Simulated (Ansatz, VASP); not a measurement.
**LiF in VASP and in Ansatz**

```xyz
4
Lattice="3.1155 0.0000 0.0000 -1.5577 2.6981 0.0000 0.0000 0.0000 4.4071" Properties=species:S:1:pos:R:3 pbc="T T T"
Li    0.0000    1.7987    1.6923
Li    1.5577    0.8994    3.8958
F     0.0000    1.7987    4.3676
F     1.5577    0.8994    2.1640
```

Alike in both runs: task single point; functional LDA; k mesh 9 × 9 × 6; occupations gaussian, width 0.05 eV; no spin polarisation.

```csv
,VASP,Ansatz
version,VASP 6.6.1,Ansatz 0.2.0
potentials or method,"VASP PAW LDA potentials, release 64 (Li_sv, F), cutoff 520 eV","scalar-relativistic, plane waves, PAW"
valence electrons in the cell,20,20
```

|  | VASP | Ansatz | Ansatz less VASP |
| --- | --- | --- | --- |
| gap on the k mesh at the Fermi level (eV) | 7.73 | 7.74 | +0.014 |
| least direct gap on the mesh (eV) | 7.73 | 7.74 | +0.014 |
| rms of the force components (eV/Å) | 0.293 | 0.287 | -0.0064 |

LDA's correlation is that of Perdew and Zunger in VASP and of Perdew and Wang (1992) in Ansatz. Atom by atom the forces differ by 0.006 eV/Å (rms over components).

Noted on VASP's run: the cutoff is under 1.25 times that of the potentials, so the pressure is a little rough.
